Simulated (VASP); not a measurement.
# MoPd (P-6m2) in VASP: notebook, part 2 of 2

VASP 6.6.1. The steps go on from the part before.

### 4 Single point, LDA

This run uses another cell than the first one, of 14.82 Å³/atom, 1.091 times its volume.

File INCAR:

```
SYSTEM = MoPd
PREC     = Accurate       ! precision mode
ENCUT    = 520            ! plane-wave cutoff, eV
EDIFF    = 1E-6           ! SCF threshold, eV
ISMEAR   = 1              ! smearing method
SIGMA    = 0.05           ! smearing width, eV
LREAL    = .False.        ! projectors in reciprocal space
LASPH    = .True.         ! aspherical terms in the spheres
NELM     = 100            ! most SCF steps
ALGO     = Normal         ! electronic algorithm
ISIF     = 2              ! what is computed and relaxed
LWAVE    = .False.        ! write WAVECAR
LCHARG   = .False.        ! write CHGCAR
NBANDS   = 19             ! bands
```

File KPOINTS:

```
regular mesh
0
Gamma
  9 9 5
  0 0 0
```

File POSCAR:

```
MoPd
1.0
    2.7561360198      0.0000000000      0.0000000000
   -1.3780680099      2.3868838967      0.0000000000
    0.0000000000      0.0000000000      4.5046557184
Mo Pd
1 1
Direct
    0.6666666667      0.3333333333      0.5000000000
    0.3333333333      0.6666666667      0.0000000000
```

Potentials or basis: VASP PAW LDA potentials, release 64 (Mo_sv, Pd).

On the command line:

```sh
cat potpaw_LDA.64/Mo_sv/POTCAR potpaw_LDA.64/Pd/POTCAR > POTCAR
mpirun -np 1 vasp_std > vasp.out
```

OUTCAR:

```text
SYSTEM = MoPd
   PREC = Accurate
   ENCUT = 520
   EDIFF = 1E-6
   ISMEAR = 1
   LREAL = .False.
   LASPH = .True.
   NELM = 100
   ISIF = 2

 ion  position               nearest neighbor table
   1  0.667  0.333  0.500-   2 2.76   2 2.76   2 2.76   2 2.76   2 2.76   2 2.76
   2  0.333  0.667  0.000-   1 2.76   1 2.76   1 2.76   1 2.76   1 2.76   1 2.76

  LATTYP: Found a hexagonal cell.
 ALAT       =     2.7561360198
 C/A-ratio  =     1.6344097991

  Lattice vectors:

 A1 = (   2.7561360198,   0.0000000000,   0.0000000000)
 A2 = (  -1.3780680099,   2.3868838967,   0.0000000000)
 A3 = (   0.0000000000,   0.0000000000,   4.5046557184)

Analysis of symmetry for initial positions (statically):
=====================================================================
 Subroutine PRICEL returns:
 Original cell was already a primitive cell.

 Routine SETGRP: Setting up the symmetry group for a
 hexagonal supercell.

 Subroutine GETGRP returns: Found 12 space group operations
 (whereof 12 operations were pure point group operations)
 out of a pool of 24 trial point group operations.

The static configuration has the point symmetry D_3h.

Analysis of symmetry for dynamics (positions and initial velocities):
[... 157 lines left out ...]
  energy without entropy =      -18.60671050  energy(sigma->0) =      -18.60633766

 E-fermi :  11.6280     XC(G=0): -13.7138

 val. band max:       11.6183652775   @ k =   0.0000   0.0000   0.4000
 cond. band min:      11.6299202818   @ k =   0.2222   0.2222   0.0000
 fundamental gap:      0.0115550043
 Fermi energy:        11.6280476030

 k-point     1 :       0.0000    0.0000    0.0000
  band No.  band energies     occupation
      1     -48.9781      2.00000
      2     -23.3296      2.00000
      3     -22.5014      2.00000
      4     -22.5014      2.00000
      5       4.0708      2.00000
      6       5.8880      2.00000
[... 505 lines left out ...]
      6       7.2733      2.00000
[... 11 lines left out ...]
     18      23.8153      0.00000
     19      24.6832      0.00000

 [... further k-points ...]

------------------------ aborting loop because EDIFF is reached ----------------------------------------

  FORCE on cell =-STRESS in cart. coord.  units (eV):
  Direction    XX          YY          ZZ          XY          YZ          ZX
  --------------------------------------------------------------------------------------
  -------------------------------------------------------------------------------------
  Total       -1.2141883     -1.2141884     -0.9070432      0.0000000      0.0000000      0.0000000
  in kB      -65.6452144    -65.6452192    -49.0393854      0.0000000      0.0000000      0.0000000
  external PRESSURE =     -60.1099396 kB  Pullay stress =       0.0000000 kB

 VOLUME and BASIS-vectors are now :
 -----------------------------------------------------------------------------
  energy-cutoff  :      520.00
  volume of cell :       29.63
      direct lattice vectors                 reciprocal lattice vectors
     2.756136020  0.000000000  0.000000000     0.362826795  0.209478140  0.000000000
    -1.378068010  2.386883897  0.000000000     0.000000000  0.418956281  0.000000000
     0.000000000  0.000000000  4.504655718     0.000000000  0.000000000  0.221992548

 POSITION                                       TOTAL-FORCE (eV/Angst)
 -----------------------------------------------------------------------------------
      1.37807      0.79563      2.25233        -0.000000      0.000000      0.000000
     -0.00000      1.59126      0.00000         0.000000     -0.000000      0.000000
 -----------------------------------------------------------------------------------
    total drift:                               -0.000000      0.000000      0.000000

  FREE ENERGIE OF THE ION-ELECTRON SYSTEM (eV)
  ---------------------------------------------------
  free  energy   TOTEN  =       -18.6061512372 eV

  energy  without entropy=      -18.6067104960  energy(sigma->0) =      -18.60633766
```

OSZICAR:

```text
N       E                     dE             d eps       ncg     rms          rms(c)
DAV:   1     0.205104723733E+03    0.20510E+03   -0.14387E+04  1368   0.131E+03
DAV:   2    -0.155459093413E+02   -0.22065E+03   -0.21551E+03  1460   0.374E+02
DAV:   3    -0.198124294736E+02   -0.42665E+01   -0.42430E+01  1544   0.561E+01
DAV:   4    -0.198354660957E+02   -0.23037E-01   -0.23032E-01  1500   0.414E+00
DAV:   5    -0.198357598852E+02   -0.29379E-03   -0.29379E-03  1543   0.484E-01    0.171E+01
DAV:   6    -0.189183062368E+02    0.91745E+00   -0.44096E+00  1485   0.171E+01    0.685E+00
DAV:   7    -0.189475272994E+02   -0.29221E-01   -0.42610E+00  1475   0.142E+01    0.471E+00
DAV:   8    -0.186236112231E+02    0.32392E+00   -0.20934E+00  1452   0.917E+00    0.160E+00
DAV:   9    -0.186086492840E+02    0.14962E-01   -0.10578E-01  1434   0.234E+00    0.527E-01
DAV:  10    -0.186062333249E+02    0.24160E-02   -0.15002E-02  1470   0.838E-01    0.109E-01
DAV:  11    -0.186061957393E+02    0.37586E-04   -0.20652E-04  1512   0.111E-01    0.830E-02
DAV:  12    -0.186061604617E+02    0.35278E-04   -0.35673E-04  1473   0.114E-01    0.259E-02
DAV:  13    -0.186061516273E+02    0.88344E-05   -0.59568E-05  1467   0.488E-02    0.740E-03
DAV:  14    -0.186061512372E+02    0.39012E-06   -0.18094E-06   876   0.110E-02
   1 F= -.18606151E+02 E0= -.18606338E+02  d E =0.559259E-03
```

Run time: 9.7 s. Hardware: 1 thread of AMD EPYC 9R45 (Zen 5), shared host; peak memory 0.11 GiB.

Results:

| Item | Value |
| --- | --- |
| Free energy | -18.6062 eV |
| Pressure | -6.0 GPa |
| Band gap on the k mesh | zero (band 12 reaches 12.82 eV, above the bottom of band 13 at 10.88 eV) |

### 5 Single point, LDA

This run uses another cell than the first one, of 15.43 Å³/atom, 1.136 times its volume.

File INCAR:

```
SYSTEM = MoPd
PREC     = Accurate       ! precision mode
ENCUT    = 520            ! plane-wave cutoff, eV
EDIFF    = 1E-7           ! SCF threshold, eV
ISMEAR   = 1              ! smearing method
SIGMA    = 0.05           ! smearing width, eV
LREAL    = .FALSE.        ! projectors in reciprocal space
LASPH    = .TRUE.         ! aspherical terms in the spheres
NELM     = 80             ! most SCF steps
ALGO     = Normal         ! electronic algorithm
ISIF     = 2              ! what is computed and relaxed
LWAVE    = .FALSE.        ! write WAVECAR
LCHARG   = .FALSE.        ! write CHGCAR
GGA      = CA             ! functional
NBANDS   = 19             ! bands
```

File KPOINTS:

```
Automatic mesh
0
G
  9 9 5
  0 0 0
```

File POSCAR:

```
MoPd
1.0
    2.7938960000      0.0000000000      0.0000000000
   -1.3969480000      2.4195850000      0.0000000000
    0.0000000000      0.0000000000      4.5663710000
Mo Pd
1 1
Direct
    0.6666666667      0.3333333333      0.5000000000
    0.3333333333      0.6666666667      0.0000000000
```

On the command line:

```sh
cat potpaw_LDA.64/Mo_sv/POTCAR potpaw_LDA.64/Pd/POTCAR > POTCAR
mpirun -np 1 vasp_std > vasp.out
```

It took 12 s on 1 thread of AMD EPYC 9R45 (Zen 5), shared host; peak memory 0.12 GiB.

It converged, with:

* Free energy: -18.5251 eV
* Pressure: -14.8 GPa
* Band gap on the k mesh: zero (band 12 reaches 12.09 eV, above the bottom of band 13 at 10.24 eV)

Stress tensor (GPa, compression positive):
```
-15.35   0.00   0.00
  0.00 -15.35   0.00
  0.00   0.00 -13.80
```

Levels at points of the mesh, in eV from the Fermi level:
| k point | band 10 | band 11 | band 12 | band 13 | band 14 | band 15 |
| --- | --- | --- | --- | --- | --- | --- |
| (0.00, 0.00, 0.00) | -2.07 | -2.07 | -0.48 | -0.48 | 0.87 | 2.33 |

### 6 Single point, LDA

This run uses another cell than the first one, of 16.05 Å³/atom, 1.182 times its volume.

File INCAR:

```
SYSTEM = MoPd
PREC = Accurate
ENCUT = 520
EDIFF = 1E-6
ISMEAR = 1
SIGMA = 0.05
LREAL = .False.
LASPH = .True.
NELM = 100
ALGO = Normal
ISIF = 2
LWAVE = .False.
LCHARG = .True.
LELF = .True.
LVHAR = .True.
NBANDS = 19
```

File KPOINTS:

```
regular mesh
0
Gamma
  9 9 5
  0 0 0
```

File POSCAR:

```
MoPd
1.0
    2.8306620057      0.0000000000      0.0000000000
   -1.4153310028      2.4514252961      0.0000000000
    0.0000000000      0.0000000000      4.6264617200
Mo Pd
1 1
Direct
    0.6666666667      0.3333333333      0.5000000000
    0.3333333333      0.6666666667      0.0000000000
```

Potentials or basis: VASP PAW LDA potentials, release 64 (Mo_sv, Pd).

On the command line:

```sh
cat potpaw_LDA.64/Mo_sv/POTCAR potpaw_LDA.64/Pd/POTCAR > POTCAR
mpirun -np 1 vasp_std > vasp.out
```

It took 12 s on 1 thread of AMD EPYC 9R45 (Zen 5), shared host; peak memory 0.12 GiB.

Results (log left out):

```yaml
Free_energy: -18.3840 eV
Pressure: -21.7 GPa
Band_gap_on_the_k_mesh: zero (band 12 reaches 11.41 eV, above the bottom of band 13 at 9.65 eV)
```

Stress tensor (GPa, compression positive):
```
-22.10   0.00   0.00
  0.00 -22.10   0.00
  0.00   0.00 -20.77
```

Levels at points of the mesh, in eV from the Fermi level:
```csv
k point,band 9,band 10,band 11,band 12,band 13,band 14,band 15,band 16
"(0.00, 0.00, 0.00)",-2.22,-1.97,-1.97,-0.44,-0.44,0.86,2.22,2.22
```

### 7 Summary

| cell | gap on the mesh (eV) | pressure (GPa) |
| --- | --- | --- |
| a = 2.677, b = 2.677, c = 4.376 Å, angles 90.0, 90.0, 120.0°, 2 atoms | none | 19.7 |
| a = 2.717, b = 2.717, c = 4.441 Å, angles 90.0, 90.0, 120.0°, 2 atoms | none | 5.3 |
| a = 2.756, b = 2.756, c = 4.505 Å, angles 90.0, 90.0, 120.0°, 2 atoms | none | -6.0 |
| a = 2.794, b = 2.794, c = 4.566 Å, angles 90.0, 90.0, 120.0°, 2 atoms | none | -14.8 |
| a = 2.831, b = 2.831, c = 4.626 Å, angles 90.0, 90.0, 120.0°, 2 atoms | none | -21.7 |

Alike in all rows: task single point; level LDA; potentials or basis VASP PAW LDA potentials, release 64 (Mo_sv, Pd); no spin polarisation; k mesh 9 × 9 × 5; cutoff (eV) 520; smearing methfessel-paxton 0.05 eV.

Total energies depend on the potentials used, so only differences within one code and one set of settings carry meaning.
